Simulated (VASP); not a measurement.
Set up this calculation in VASP 6.6.1, as the native input.

- Task: single point
- Functional: PBE
- Potentials or basis: VASP PAW PBE potentials, release 64 (Si, Ti_sv, O)
- Cutoff: 520 eV
- k mesh: 8 × 4 × 4
- Occupations: fermi-dirac, width 0.02 eV
- Spin: no spin polarisation
- Dipole correction: no
- Further INCAR settings: ALGO = Normal; EDIFF = 1e-06; NBANDS = 48

The structure of TiSi3O8 lies in POSCAR:

```
TiSi3O8
1.0
    2.8857956992      0.0000000000      0.0000000000
    0.0000000000      6.2617066806      0.0000000000
    0.0000000000      0.0000000000      6.8701664354
Si Ti O
3 1 8
Direct
    0.0000000000      0.7516897082     -0.0387606880
    0.0000000000      0.2483102918     -0.0387606880
    0.5000000000      0.5000000000      0.5145176201
    0.5000000000      0.0000000000      0.5711415312
    0.5000000000      0.7127979922      0.6499712822
    0.5000000000      0.7812294168      0.0719520127
    0.0000000000      0.0000000000      0.4155137171
    0.0000000000      0.0000000000      0.8317960325
    0.5000000000      0.2872020078      0.6499712822
    0.5000000000      0.2187705832      0.0719520127
    0.0000000000      0.5000000000      0.3953575605
    0.0000000000      0.5000000000      0.9053483249
```

One way to write it, as run:

INCAR

```
PREC = Accurate
ENCUT = 520
EDIFF = 1E-6
ISMEAR = -1
SIGMA = 0.02
LREAL = False
LASPH = True
NELM = 60
ALGO = Normal
ISIF = 2
LWAVE = False
LCHARG = True
GGA = PE
LELF = True
LVHAR = True
NBANDS = 48
```

KPOINTS

```
Automatic mesh
0
Gamma
  8 4 4
```

Potentials or basis: VASP PAW PBE potentials, release 64 (Si, Ti_sv, O).

Command:

```sh
$ cat potpaw_PBE.64/Si/POTCAR potpaw_PBE.64/Ti_sv/POTCAR potpaw_PBE.64/O/POTCAR > POTCAR
$ mpirun -np 1 vasp_std > vasp.out
```

Results of the run:

```json
{
  "Pressure": "6.8 GPa",
  "Largest force": "0.468 eV/Å",
  "Band gap on the k mesh": "3.30 eV"
}
```

Caveat: the cell stands under pressure.

It took 5.9 min on 1 thread of Oxide Virtual Turin-like Processor, on a shared host, peak memory 0.33 GiB.
